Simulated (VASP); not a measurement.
A run of VASP 6.6.1 is set up as follows.

Contents of INCAR:

```
  PREC = Accurate
  ENCUT = 520
  EDIFF = 1E-6
  ISMEAR = 0
  SIGMA = 0.02
  LREAL = F
  LASPH = T
  NELM = 100
  ALGO = Normal
  ISIF = 2
  LWAVE = F
  LCHARG = F
  GGA = PE
  NELECT = 110.0
  NBANDS = 66
```

Contents of KPOINTS:

```
regular mesh
0
Gamma
  3 3 3
```

Contents of POSCAR:

```
Ga6HN6
1.0
    0.0000000000      0.0000000000     -5.2431684262
    4.8275562260      2.7871908866      0.0000000000
    0.0000000001     -5.5743817732      0.0000000000
Ga N H
6 6 1
Direct
    0.5032540986      0.6900014923      0.6899887786
    0.5032544800      0.3100293254      0.0000019572
    0.5032540986      1.0000148676      0.3100148852
   -0.0036620986      0.3391165060      0.3391044087
   -0.0036619079      0.0000149144      0.6609004763
   -0.0036611450      0.6609122402      0.0000027936
    0.1235094789      0.6703441345      0.6703315658
    0.1235098603      0.3296852332      0.0000022742
    0.1235096696      1.0000148676      0.3296730292
    0.6292168650      0.3671816375      0.3671677680
    0.6292170558      0.0000157429      0.6328360744
    0.6292168650      0.6328491802      0.0000016984
    0.5167621521      0.0000149144      0.0000017166
```

Potentials or basis: VASP PAW PBE potentials, release 64 (Ga_d, N, H).

Launch:

```console
$ cat potpaw_PBE.64/Ga_d/POTCAR potpaw_PBE.64/N/POTCAR potpaw_PBE.64/H/POTCAR > POTCAR
$ mpirun -np 1 vasp_std > vasp.out
```

Predict the largest force.

1.173 eV/Å.

Forces on the atoms (eV/Å):
```
Ga  -0.038  0.022 -0.040
Ga   0.038  0.022 -0.040
Ga   0.000 -0.043 -0.040
Ga   0.007 -0.004 -0.108
Ga   0.000  0.008 -0.108
Ga  -0.007 -0.004 -0.108
N   -0.015  0.009 -0.083
N    0.015  0.009 -0.083
N    0.000 -0.018 -0.083
N   -0.038  0.022 -0.160
N    0.000 -0.044 -0.160
N    0.038  0.022 -0.160
H    0.000  0.000  1.173
```

Caveat: the k points lie up to 0.43 Å⁻¹ apart; the cell carries a net charge on a neutralising background, which shifts energy and pressure.
